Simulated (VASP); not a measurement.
Set up this calculation in VASP 6.6.1, as the native input.

| Quantity | Value |
| --- | --- |
| Task | single point |
| Functional | r2SCAN |
| Dispersion | rVV10 |
| Potentials or basis | VASP PAW PBE potentials, release 64 (In_d, As) |
| Cutoff | 550 eV |
| k mesh | 8 × 8 × 8 |
| Occupations | fermi-dirac, width 0.03 eV |
| Spin | no spin polarisation |
| Dipole correction | no |
| Further INCAR settings | ALGO = Normal; EDIFF = 1e-06; NBANDS = 16 |

Crystal: InAs.

```
CELL_PARAMETERS angstrom
0.00000 2.82773 2.82773
2.82773 0.00000 2.82773
2.82773 2.82773 0.00000
ATOMIC_POSITIONS crystal
In 0.00000 0.00000 0.00000
As 0.50000 0.50000 0.50000
```

The input as run:

POSCAR

```
InAs
1.0
    0.0000000000      2.8277250113      2.8277250113
    2.8277250113      0.0000000000      2.8277250113
    2.8277250113      2.8277250113      0.0000000000
In As
1 1
Direct
    0.0000000000      0.0000000000      0.0000000000
    0.5000000000      0.5000000000      0.5000000000
```

INCAR.step1

```
SYSTEM = InAs
  ALGO = Normal
  EDIFF = 1E-5
  ENCUT = 550
  GGA = PE
  GGA_COMPAT = .False.
  ISMEAR = -1
  LASPH = .True.
  LCHARG = .False.
  LREAL = .False.
  LWAVE = .True.
  NBANDS = 16
  NELM = 120
  PREC = Accurate
  SIGMA = 0.03
```

INCAR.step2

```
SYSTEM = InAs
  ALGO = Normal
  BPARAM = 11.95
  CPARAM = 0.0093
  EDIFF = 1E-6
  ENCUT = 550
  GGA_COMPAT = .False.
  ISIF = 2
  ISMEAR = -1
  ISTART = 1
  IVDW_NL = 2
  LASPH = .True.
  LCHARG = .True.
  LELF = .True.
  LMIXTAU = .True.
  LREAL = .False.
  LUSE_VDW = .True.
  LVHAR = .True.
  LWAVE = .False.
  METAGGA = R2SCAN
  NBANDS = 16
  NELM = 120
  PREC = Accurate
  SIGMA = 0.03
```

KPOINTS

```
k-points
0
Gamma
  8 8 8
  0 0 0
```

Potentials or basis: VASP PAW PBE potentials, release 64 (In_d, As).

Launch:

```bash
$ cat potpaw_PBE.64/In_d/POTCAR potpaw_PBE.64/As/POTCAR > POTCAR
$ cp INCAR.step1 INCAR
$ mpirun -np 1 vasp_std > vasp.out
$ cp INCAR.step2 INCAR
$ mpirun -np 1 vasp_std > vasp.out
```

It gave:

```
Pressure               : 0.3 GPa
Band gap on the k mesh : zero (bands 9 and 10 overlap by 2.85 eV)
```

Caveat: the PAW data sets were made with another functional, which shifts forces and pressure a little; spin-orbit coupling is left out, which moves the levels of the heavy elements.

Run time: 2.6 min on 1 thread of Intel(R) Xeon(R) Platinum 8259CL CPU @ 2.50GHz (Skylake/Cascade Lake), on a shared host, peak memory 0.33 GiB.
